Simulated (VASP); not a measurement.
# KTaO3 (P4/mmm) in VASP: notebook

KTaO3 is run at these levels: r2SCAN; tasks: single point.

Program: VASP 6.6.1. These are calculated values, not measurements. Logs are shortened: lines on timing, memory, paths and dates and some standing lists are left out, and cuts for length are marked.

## Step 1: The cell of the first run

Symmetry: P4/mmm, No. 123, tetragonal system. The conventional cell has a = 3.864 Å, b = 3.864 Å, c = 4.250 Å, α = 90.00°, β = 90.00°, γ = 90.00°. K (site symmetry 4/mmm) has 12 O at 2.73 to 2.87 Å and 8 Ta at 3.46 Å within 3.6 Å. Within 2.6 Å of Ta (site symmetry 4/mmm) lie 6 O at 1.93 to 2.12 Å. Within 2.6 Å of O (site symmetry mmm) lie 2 Ta at 1.93 Å. O (site symmetry 4/mmm) has 2 Ta at 2.12 Å and 4 K at 2.73 Å and 8 O at 2.87 Å within 2.9 Å.

## Step 2: Single point, r2SCAN

Input file POSCAR:

```
KTaO3
1.0
    3.8635830917      0.0000000000      0.0000000000
    0.0000000000      3.8635830917      0.0000000000
    0.0000000000      0.0000000000      4.2499414009
K Ta O
1 1 3
Direct
    0.5000000000      0.5000000000      0.5000000000
    0.0000000000      0.0000000000      0.0000000000
    0.5000000000      0.0000000000      0.0000000000
    0.0000000000      0.5000000000      0.0000000000
    0.0000000000      0.0000000000      0.5000000000
```

Input file INCAR.step1:

```
SYSTEM = KTaO3
PREC     = Accurate       ! precision mode
ENCUT    = 660            ! plane-wave cutoff, eV
ISMEAR   = 0              ! smearing method
SIGMA    = 0.05           ! smearing width, eV
LREAL    = .FALSE.        ! projectors in reciprocal space
LASPH    = .TRUE.         ! aspherical terms in the spheres
NELM     = 120            ! most SCF steps
NBANDS   = 28             ! bands
GGA      = PE             ! functional
ALGO     = Normal         ! electronic algorithm
EDIFF    = 1E-5           ! SCF threshold, eV
LWAVE    = .TRUE.         ! write WAVECAR
LCHARG   = .FALSE.        ! write CHGCAR
GGA_COMPAT= .FALSE.
```

Input file INCAR.step2:

```
SYSTEM = KTaO3
PREC     = Accurate       ! precision mode
ENCUT    = 660            ! plane-wave cutoff, eV
EDIFF    = 1E-6           ! SCF threshold, eV
ISMEAR   = 0              ! smearing method
SIGMA    = 0.05           ! smearing width, eV
LREAL    = .FALSE.        ! projectors in reciprocal space
LASPH    = .TRUE.         ! aspherical terms in the spheres
NELM     = 120            ! most SCF steps
ALGO     = Normal         ! electronic algorithm
ISIF     = 2              ! what is computed and relaxed
LWAVE    = .FALSE.        ! write WAVECAR
LCHARG   = .FALSE.        ! write CHGCAR
METAGGA  = R2SCAN         ! meta-GGA
LMIXTAU  = .TRUE.       
NBANDS   = 28             ! bands
ISTART   = 1            
GGA_COMPAT= .FALSE.
```

Input file KPOINTS:

```
Automatic mesh
0
G
  6 6 6
  0 0 0
```

Potentials or basis: VASP PAW PBE potentials, release 64 (K_sv, Ta_sv_GW, O).

Command:

```sh
> cat potpaw_PBE.64/K_sv/POTCAR potpaw_PBE.64/Ta_sv_GW/POTCAR potpaw_PBE.64/O/POTCAR > POTCAR
> cp INCAR.step1 INCAR
> mpirun -np 1 vasp_std > vasp.out
> cp INCAR.step2 INCAR
> mpirun -np 1 vasp_std > vasp.out
```

OUTCAR:

```text
SYSTEM = KTaO3
   PREC = Accurate
   ENCUT = 660
   EDIFF = 1E-6
   ISMEAR = 0
   LREAL = .FALSE.
   LASPH = .TRUE.
   NELM = 120
   ISIF = 2
   METAGGA = R2SCAN
   ISTART = 1

 ion  position               nearest neighbor table
   1  0.500  0.500  0.500-   5 2.73   5 2.73   5 2.73   5 2.73   4 2.87   3 2.87   4 2.87   3 2.87
                             4 2.87   3 2.87   4 2.87   3 2.87   2 3.46   2 3.46   2 3.46   2 3.46
   2  0.000  0.000  0.000-   3 1.93   4 1.93   4 1.93   3 1.93   5 2.12   5 2.12   1 3.46   1 3.46
                             1 3.46   1 3.46   1 3.46   1 3.46   1 3.46   1 3.46
   3  0.500  0.000  0.000-   2 1.93   2 1.93   1 2.87   1 2.87   1 2.87   1 2.87
   4  0.000  0.500  0.000-   2 1.93   2 1.93   1 2.87   1 2.87   1 2.87   1 2.87
   5  0.000  0.000  0.500-   2 2.12   2 2.12   1 2.73   1 2.73   1 2.73   1 2.73

  LATTYP: Found a simple tetragonal cell.
 ALAT       =     3.8635830917
 C/A-ratio  =     1.1000000000

  Lattice vectors:

 A1 = (   3.8635830917,   0.0000000000,   0.0000000000)
 A2 = (   0.0000000000,   3.8635830917,   0.0000000000)
 A3 = (   0.0000000000,   0.0000000000,   4.2499414009)

Analysis of symmetry for initial positions (statically):
=====================================================================
 Subroutine PRICEL returns:
 Original cell was already a primitive cell.

 Routine SETGRP: Setting up the symmetry group for a
 simple tetragonal supercell.

 Subroutine GETGRP returns: Found 16 space group operations
 (whereof 16 operations were pure point group operations)
 out of a pool of 16 trial point group operations.

The static configuration has the point symmetry D_4h.

Analysis of symmetry for dynamics (positions and initial velocities):
=====================================================================
 Subroutine PRICEL returns:
 Original cell was already a primitive cell.

 Routine SETGRP: Setting up the symmetry group for a
 simple tetragonal supercell.

 Subroutine GETGRP returns: Found 16 space group operations
 (whereof 16 operations were pure point group operations)
 out of a pool of 16 trial point group operations.

The dynamic configuration has the point symmetry D_4h.

 Subroutine INISYM returns: Found 16 space group operations
 (whereof 16 operations are pure point group operations),
 and found     1 'primitive' translations

----------------------------------------------------------------------------------------

                                     Primitive cell

  volume of cell :      63.4400

  direct lattice vectors                    reciprocal lattice vectors
     3.863583092  0.000000000  0.000000000     0.258827098  0.000000000  0.000000000
     0.000000000  3.863583092  0.000000000     0.000000000  0.258827098  0.000000000
     0.000000000  0.000000000  4.249941401     0.000000000  0.000000000  0.235297362

  length of vectors
     3.863583092  3.863583092  4.249941401     0.258827098  0.258827098  0.235297362

  position of ions in fractional coordinates (direct lattice)
     0.500000000  0.500000000  0.500000000
     0.000000000  0.000000000  0.000000000
     0.500000000  0.000000000  0.000000000
     0.000000000  0.500000000  0.000000000
     0.000000000  0.000000000  0.500000000

  ion indices of the primitive-cell ions
   primitive index   ion index
                 1           1
                 2           2
                 3           3
                 4           4
                 5           5

----------------------------------------------------------------------------------------

 KPOINTS: Automatic mesh

Automatic generation of k-mesh.
 Grid dimensions read from file:
 generate k-points for:    6    6    6

 Generating k-lattice:

  Cartesian coordinates                     Fractional coordinates (reciprocal lattice)
     0.043137850  0.000000000  0.000000000     0.166666667  0.000000000  0.000000000
     0.000000000  0.043137850  0.000000000     0.000000000  0.166666667  0.000000000
     0.000000000  0.000000000  0.039216227     0.000000000  0.000000000  0.166666667

  Length of vectors
     0.043137850  0.043137850  0.039216227

  Shift w.r.t. Gamma in fractional coordinates (k-lattice)
     0.000000000  0.000000000  0.000000000

 Subroutine IBZKPT returns following result:
 ===========================================

 Found     40 irreducible k-points:

 Following reciprocal coordinates:
            Coordinates               Weight
  0.000000  0.000000  0.000000      1.000000
  0.166667  0.000000  0.000000      4.000000
  0.333333  0.000000  0.000000      4.000000
  0.500000  0.000000  0.000000      2.000000
  0.166667  0.166667  0.000000      4.000000
  0.333333  0.166667  0.000000      8.000000
[... 16 lines left out ...]
  0.333333  0.000000  0.333333      8.000000
  0.500000  0.000000  0.333333      4.000000
 [... further k-points ...]
   k-points           NKPTS =     40   k-points in BZ     NKDIM =     40   number of bands    NBANDS=     28
   number of dos      NEDOS =    301   number of ions     NIONS =      5
   total plane-waves  NPLWV =  36864
   dimension x,y,z NGX =    32 NGY =   32 NGZ =   36
   dimension x,y,z NGXF=    64 NGYF=   64 NGZF=   72
   ions per type =               1   1   3
   NGX,Y,Z   is equivalent  to a cutoff of  13.77, 13.77, 14.08 a.u.
   NGXF,Y,Z  is equivalent  to a cutoff of  27.54, 27.54, 28.16 a.u.
 SYSTEM =  KTaO3
   PREC   = accura    normal or accurate (medium, high low for compatibility)
   ISTART =      1    job   : 0-new  1-cont  2-samecut
   ICHARG =      0    charge: 1-file 2-atom 10-const
   ISPIN  =      1    spin polarized calculation?
   LNONCOLLINEAR =      F non collinear calculations
   LSORBIT =      F    spin-orbit coupling
   LASPH  =      T    aspherical Exc in radial PAW
   ENCUT  =  660.0 eV  48.51 Ry    6.96 a.u.   8.09  8.09  8.90*2*pi/ulx,y,z
   NELM   =    120;   NELMIN=  2; NELMDL=  0     # of ELM steps
   EDIFF  = 0.1E-05   stopping-criterion for ELM
   LREAL  =      F    real-space projection
   EDIFFG = 0.1E-04   stopping-criterion for IOM
   NSW    =      0    number of steps for IOM
   IBRION =     -1    ionic relax: 0-MD 1-quasi-New 2-CG
   NFREE  =      0    steps in history (QN), initial steepest desc. (CG)
   ISIF   =      2    stress and relaxation
   ISYM   =      2    0-nonsym 1-usesym 2-fastsym
   POTIM  = 0.5000    time-step for ionic-motion
   TEBEG  =    0.0;   TEEND  =   0.0 temperature during run
   PSTRESS=    0.0 pullay stress
   NELECT =      40.0000    total number of electrons
   NUPDOWN=      -1.0000    fix difference up-down
   EMIN   =  10.00;   EMAX   =-10.00  energy-range for DOS
   EFERMI =   0.00;   METHOD = LEGACY
   ISMEAR =     0;   SIGMA  =   0.05  broadening in eV -4-tet -1-fermi 0-gaus
   EFERMI_NEDOS =   21; number of points for ismear=-14 and -15
   IALGO  =     38    algorithm
   IMIX   =      4    mixing-type and parameters
     AMIX     =   0.40;   BMIX     =  1.00
     AMIX_MAG =   1.60;   BMIX_MAG =  1.00
  volume/ion in A,a.u.               =      12.69        85.62
  Fermi-wavevector in a.u.,A,eV,Ry     =   1.403806  2.652808 26.812600  1.970671
  Thomas-Fermi vector in A             =   2.526431
   LORBIT       =      0    0 simple, 1 ext, 2 COOP (PROOUT), +10 PAW based schemes
   METAGGA = R2SCAN    functional components
   LHFCALC =     F    Hartree Fock is set to
   AEXX    =    0.0000 exact exchange contribution
   IVDW    =     0    specifies the selected vdW correction
   LEPSILON=     F    determine dielectric tensor
   LRPA    =     F    only Hartree local field effects (RPA)
 non-spin polarized calculation
 Gauss-broadening in eV      SIGMA  =   0.05
  energy-cutoff  :      660.00
  volume of cell :       63.44
 maximum number of plane-waves:      2492
   NGX = 17   NGY = 17   NGZ = 17

 number of electron      39.9999999 magnetization

 Free energy of the ion-electron system (eV)
  ---------------------------------------------------
  ext. energy  EPLUGINS =         0.00000000
  ---------------------------------------------------
  free energy    TOTEN  =       -89.37835546 eV

  energy without entropy =      -89.37835546  energy(sigma->0) =      -89.37835546

 E-fermi :   3.3694     XC(G=0): -11.6461

 val. band max:        2.9246021200   @ k =   0.5000   0.5000   0.5000
 cond. band min:       5.3852947041   @ k =   0.0000   0.0000   0.0000
 fundamental gap:      2.4606925842
 Fermi energy:         3.3693821948

 k-point     1 :       0.0000    0.0000    0.0000
  band No.  band energies     occupation
      1     -66.6833      2.00000
      2     -32.4295      2.00000
      3     -32.4295      2.00000
      4     -32.3075      2.00000
      5     -25.5723      2.00000
      6     -16.1003      2.00000
[... 20 lines left out ...]
     27      11.2778      0.00000
     28      11.8204      0.00000

 k-point     2 :       0.1667    0.0000    0.0000
  band No.  band energies     occupation
      1     -66.6830      2.00000
      2     -32.4684      2.00000
      3     -32.4281      2.00000
      4     -32.3060      2.00000
      5     -25.5638      2.00000
      6     -15.9698      2.00000
[... 20 lines left out ...]
     27      11.9254      0.00000
     28      12.3081      0.00000

 k-point     3 :       0.3333    0.0000    0.0000
  band No.  band energies     occupation
      1     -66.6824      2.00000
      2     -32.5448      2.00000
      3     -32.4254      2.00000
      4     -32.3031      2.00000
      5     -25.5468      2.00000
      6     -15.8929      2.00000
[... 20 lines left out ...]
     27      12.8848      0.00000
     28      13.9936      0.00000

 k-point     4 :       0.5000    0.0000    0.0000
  band No.  band energies     occupation
      1     -66.6821      2.00000
      2     -32.5823      2.00000
      3     -32.4240      2.00000
      4     -32.3017      2.00000
      5     -25.5384      2.00000
      6     -15.8860      2.00000
[... 20 lines left out ...]
     27      13.3022      0.00000
     28      13.9546      0.00000

 k-point     5 :       0.1667    0.1667    0.0000
  band No.  band energies     occupation
      1     -66.6827      2.00000
      2     -32.4674      2.00000
      3     -32.4666      2.00000
      4     -32.3046      2.00000
      5     -25.5562      2.00000
      6     -15.7304      2.00000
[... 20 lines left out ...]
     27      12.6105      0.00000
     28      12.6850      0.00000

 k-point     6 :       0.3333    0.1667    0.0000
  band No.  band energies     occupation
      1     -66.6821      2.00000
      2     -32.5432      2.00000
      3     -32.4640      2.00000
      4     -32.3017      2.00000
      5     -25.5411      2.00000
      6     -15.5621      2.00000
[... 463 lines left out ...]
      5     -25.5585      2.00000
      6     -16.1353      2.00000
[... 20 lines left out ...]
     27      12.1420      0.00000
     28      12.8303      0.00000

 k-point    22 :       0.1667    0.0000    0.3333
  band No.  band energies     occupation
      1     -66.6829      2.00000
      2     -32.4673      2.00000
      3     -32.4271      2.00000
      4     -32.3384      2.00000
      5     -25.5523      2.00000
      6     -15.9822      2.00000
[... 20 lines left out ...]
     27      12.6606      0.00000
     28      13.1536      0.00000

 k-point    23 :       0.3333    0.0000    0.3333
  band No.  band energies     occupation
      1     -66.6823      2.00000
      2     -32.5433      2.00000
      3     -32.4244      2.00000
      4     -32.3351      2.00000
      5     -25.5399      2.00000
      6     -15.8542      2.00000
[... 20 lines left out ...]
     27      13.8732      0.00000
     28      14.5034      0.00000

 k-point    24 :       0.5000    0.0000    0.3333
  band No.  band energies     occupation
      1     -66.6820      2.00000
      2     -32.5806      2.00000
      3     -32.4230      2.00000
      4     -32.3334      2.00000
      5     -25.5337      2.00000
      6     -15.8256      2.00000
[... 20 lines left out ...]
     27      14.0995      0.00000
     28      14.6134      0.00000

 [... further k-points ...]

------------------------ aborting loop because EDIFF is reached ----------------------------------------

  FORCE on cell =-STRESS in cart. coord.  units (eV):
  Direction    XX          YY          ZZ          XY          YZ          ZX
  --------------------------------------------------------------------------------------
  -------------------------------------------------------------------------------------
  Total        5.8827625      5.8827625     -7.2495784      0.0000000      0.0000000     -0.0000000
  in kB      148.5690828    148.5690828   -183.0879983      0.0000000      0.0000000     -0.0000000
  external PRESSURE =      38.0167224 kB  Pullay stress =       0.0000000 kB

 VOLUME and BASIS-vectors are now :
 -----------------------------------------------------------------------------
  energy-cutoff  :      660.00
  volume of cell :       63.44
      direct lattice vectors                 reciprocal lattice vectors
     3.863583092  0.000000000  0.000000000     0.258827098  0.000000000  0.000000000
     0.000000000  3.863583092  0.000000000     0.000000000  0.258827098  0.000000000
     0.000000000  0.000000000  4.249941401     0.000000000  0.000000000  0.235297362

 POSITION                                       TOTAL-FORCE (eV/Angst)
 -----------------------------------------------------------------------------------
      1.93179      1.93179      2.12497         0.000000      0.000000      0.000000
      0.00000      0.00000      0.00000         0.000000      0.000000      0.000000
      1.93179      0.00000      0.00000         0.000000      0.000000      0.000000
      0.00000      1.93179      0.00000         0.000000      0.000000      0.000000
      0.00000      0.00000      2.12497         0.000000      0.000000      0.000000
 -----------------------------------------------------------------------------------
    total drift:                                0.000000      0.000000     -0.000000

  FREE ENERGIE OF THE ION-ELECTRON SYSTEM (eV)
  ---------------------------------------------------
  free  energy   TOTEN  =       -89.3783554604 eV

  energy  without entropy=      -89.3783554604  energy(sigma->0) =      -89.37835546
```

Wall time 3.9 min (1 thread of Intel Xeon Platinum 8259CL at 2.50GHz (Skylake/Cascade Lake), shared host); peak memory 0.27 GiB.

What came out:

- Free energy: -89.3784 eV
- Pressure: 3.8 GPa
- Band gap on the k mesh: 2.46 eV (least direct gap 2.94 eV)

Stress tensor (GPa, compression positive):
```
 14.86   0.00   0.00
  0.00  14.86   0.00
  0.00   0.00 -18.31
```

Levels at points of the mesh, in eV from the valence-band top:
```tsv
k point	band 16	band 17	band 18	band 19	band 20	band 21	band 22	band 23	band 24	band 25
(0.00, 0.00, 0.00)	-1.16	-1.16	-0.74	-0.48	-0.48	2.46	2.46	2.58	5.77	7.79
(0.50, 0.00, 0.00)	-2.36	-2.15	-1.35	-0.96	-0.73	2.65	5.77	5.77	6.20	9.49
(0.50, 0.50, 0.00)	-3.52	-1.64	-0.89	-0.89	-0.25	5.82	5.82	6.65	7.33	11.26
(0.00, 0.00, 0.50)	-1.85	-1.66	-1.66	-1.13	-1.13	2.66	4.58	4.58	7.91	9.41
(0.50, 0.00, 0.50)	-2.02	-1.98	-1.93	-1.84	-0.14	4.64	5.78	6.55	8.84	10.21
(0.50, 0.50, 0.50)	-3.89	-3.89	-0.23	0.00	0.00	6.69	6.69	7.43	9.26	9.26
```

Caveat: the cell stands under pressure; the PAW data sets were made with another functional, which shifts forces and pressure a little; spin-orbit coupling is left out, which moves the levels of the heavy elements. A k mesh can miss the band edges.

(Part 1 of 2 ends here.)
